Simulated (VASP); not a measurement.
## Al: single point with PBE+D3(BJ)

Al:

```
CELL_PARAMETERS angstrom
-2.81442 0.00000 0.00000
-1.40721 -2.43736 0.00000
-2.46262 -1.82802 18.48209
ATOMIC_POSITIONS crystal
Al 0.96875 0.95312 0.06250
Al 0.71875 0.57812 0.56250
Al 0.98958 0.81771 0.68750
Al 0.23958 0.19271 0.18750
Al 0.59375 0.39062 0.81250
Al 0.84375 0.76562 0.31250
Al 0.19792 0.96354 0.93750
Al 0.44792 0.33854 0.43750
```

- Program: VASP 6.6.1
- Task: single point
- Functional: PBE
- Dispersion: D3(BJ)
- Potentials or basis: VASP PAW PBE potentials, release 64 (Al)
- Cutoff: 520 eV
- k mesh: 16 × 16 × 2
- Occupations: gaussian, width 0.15 eV
- Spin: no spin polarisation

```json
{
  "Pressure": "2.0 GPa",
  "Largest force": "1.982 eV/Å",
  "Band gap on the k mesh": "zero (band 12 reaches 12.16 eV, above the bottom of band 13 at 6.74 eV)",
  "Dispersion energy per atom": "-0.351 eV"
}
```

Forces on the atoms (eV/Å):
```
Al   0.408 -0.235  1.868
Al   0.003 -0.002 -0.027
Al   0.009 -0.004 -0.001
Al  -0.001 -0.002 -0.007
Al   0.012 -0.007  0.076
Al   0.006 -0.004 -0.002
Al  -0.433  0.251 -1.918
Al  -0.005  0.002  0.012
```

Stress tensor (GPa, compression positive):
```
 0.12 -0.21  1.03
-0.21 -0.11 -0.68
 1.03 -0.68  6.04
```

Levels at points of the mesh, in eV from the Fermi level:
```csv
k point,band 9,band 10,band 11,band 12,band 13,band 14,band 15,band 16
"(0.00, 0.00, 0.00)",-4.46,-0.96,-0.90,3.35,3.48,8.12,8.42,11.14
"(0.50, 0.00, 0.00)",-3.53,-2.88,-2.28,-2.00,-1.10,-0.62,0.37,0.60
"(0.00, 0.50, 0.00)",-3.13,-2.77,-2.47,-2.36,-0.68,-0.40,0.05,0.25
"(0.50, 0.50, 0.00)",-3.13,-2.77,-2.47,-2.36,-0.68,-0.40,0.05,0.25
"(0.00, 0.00, 0.50)",-2.88,-2.84,1.12,1.20,5.71,5.90,10.39,10.91
"(0.50, 0.00, 0.50)",-3.36,-2.97,-2.41,-1.80,-1.19,-0.63,0.26,0.79
"(0.00, 0.50, 0.50)",-3.62,-3.11,-2.18,-1.60,-1.46,-0.87,0.57,1.14
"(0.50, 0.50, 0.50)",-3.62,-3.11,-2.18,-1.60,-1.46,-0.87,0.57,1.14
```

Wall time 9.6 min on 1 thread of Intel(R) Xeon(R) Platinum 8375C CPU @ 2.90GHz (Ice Lake), on a shared host, peak memory 0.62 GiB.

Caveat: pairwise dispersion overbinds metals, which lowers pressure and volume; forces of over 1 eV/Å act on the atoms, so gaps and moduli don't describe the material at rest.
